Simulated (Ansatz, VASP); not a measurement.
## Two plane-wave programs on Zr3O

```
Zr O
1.0
     5.46823    0.00000    0.00000
    -2.73412    4.73563    0.00000
     0.00000    0.00000    5.37691
Zr O
6 2
Direct
  0.36633 0.00000 0.00000
  0.36633 0.36633 0.50000
  0.00000 0.36633 0.00000
  0.63367 0.00000 0.50000
  0.63367 0.63367 0.00000
  0.00000 0.63367 0.50000
  0.33333 0.66667 0.25000
  0.66667 0.33333 0.75000
```

Alike in both runs: task single point; functional PBEsol; k mesh 9 × 9 × 8; occupations gaussian, width 0.15 eV; no spin polarisation.

|  | VASP | Ansatz |
| --- | --- | --- |
| version | VASP 6.6.1 | Ansatz 0.2.0 |
| potentials or method | VASP PAW PBE potentials, release 64 (Zr_sv, O), cutoff 520 eV | scalar-relativistic, plane waves, PAW |
| valence electrons in the cell | 84 | 84 |

VASP gave:

| Property | Result |
| --- | --- |
| gap on the k mesh at the Fermi level (eV) | none |
| pressure (GPa) | 5.9 |
| traceless stress, the component that is largest in VASP (GPa) | -4.70 |
| rms of the force components (eV/Å) | 0.784 |

**Question.** Estimate Ansatz's values.

**Answer.** gap on the k mesh at the Fermi level (eV): none; pressure (GPa): 5.7; traceless stress, the component that is largest in VASP (GPa): -4.72; rms of the force components (eV/Å): 0.776.

VASP's potentials were made for PBE, not for PBEsol, and Ansatz warns of the same on its side. Atom by atom the forces differ by 0.008 eV/Å (rms over components). A gap of «none» marks a metal or a gap that the smearing closes.
